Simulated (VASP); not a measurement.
Input of a VASP 6.6.1 run:

INCAR

```
SYSTEM = ZnO
ALGO = Normal
EDIFF = 1E-6
ENCUT = 520
GGA = PE
ISIF = 2
ISMEAR = 0
LASPH = .True.
LCHARG = .False.
LREAL = .False.
LWAVE = .False.
NBANDS = 16
NELM = 80
PREC = Accurate
SIGMA = 0.01
```

KPOINTS

```
k-points
0
Gamma
  12 12 8
  0 0 0
```

File POSCAR:

```
ZnO
1.0
    2.8484938204      0.0000000000      0.0000000000
    0.0000000000      2.8484938204      0.0000000000
    0.0000000000      0.0000000000      4.7514058318
Zn O
1 1
Direct
    0.0000000000      0.0000000000      0.5000000000
    0.5000000000      0.5000000000      0.5000000000
```

Potentials or basis: VASP PAW PBE potentials, release 64 (Zn, O).

The run is started by

```sh
$ cat potpaw_PBE.64/Zn/POTCAR potpaw_PBE.64/O/POTCAR > POTCAR
$ mpirun -np 1 vasp_std > vasp.out
```

Question: Predict the pressure.

Answer: 0.6 GPa.

Question: Predict the band gap on the k mesh.

Answer: 0.21 eV (least direct gap 2.77 eV).

Stress tensor (GPa, compression positive):
```
 0.98  0.00  0.00
 0.00  0.98  0.00
 0.00  0.00 -0.03
```

Caveat: semilocal functionals underestimate gaps, and a narrow one can read as zero. A k mesh can miss the band edges.
